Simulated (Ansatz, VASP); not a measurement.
InGa2N3 in VASP and in Ansatz

```
CELL_PARAMETERS angstrom
-3.32138 3.32142 -0.00001
3.32134 3.32138 0.00012
1.66054 -1.66083 -7.11827
ATOMIC_POSITIONS crystal
In 0.00000 0.99999 0.00000
In 0.50001 0.49998 0.00001
Ga 0.32717 0.00000 0.65435
Ga 0.82716 0.50000 0.65434
Ga 0.67283 0.00000 0.34565
Ga 0.17283 0.50000 0.34565
N 0.50000 0.25000 0.50000
N 0.00000 0.75000 0.50000
N 0.84652 0.25001 0.19305
N 0.34653 0.75000 0.19306
N 0.15347 0.25001 0.80694
N 0.65347 0.75000 0.80695
```

Change from the starting cell: cell x2, atoms moved at random (sigma 0.1 Å) and cell strained at random (1.5 %), then relaxed without symmetry.

Alike in both runs: functional PBE; k mesh 4 × 4 × 4; occupations gaussian, width 0.1 eV; no spin polarisation.

Ansatz relaxed the structure, and its values are those at the end. VASP's run is a single point on that final structure, the one shown.

|  | VASP | Ansatz |
| --- | --- | --- |
| version | VASP 6.6.1 | Ansatz 0.2.0 |
| potentials or method | VASP PAW PBE potentials, release 64 (In_d, Ga_d, N), cutoff 520 eV | scalar-relativistic, plane waves, PAW |
| valence electrons in the cell | 108 | 108 |

Ansatz gave:

| Quantity | Value |
| --- | --- |
| gap on the k mesh at the Fermi level (eV) | 0.55 |
| least direct gap on the mesh (eV) | 0.55 |
| pressure (GPa) | 0.0 |
| rms of the force components (eV/Å) | 0.001 |

Question: Estimate VASP's values.

Answer: gap on the k mesh at the Fermi level (eV): 0.54; least direct gap on the mesh (eV): 0.54; pressure (GPa): 0.1; rms of the force components (eV/Å): 0.003.
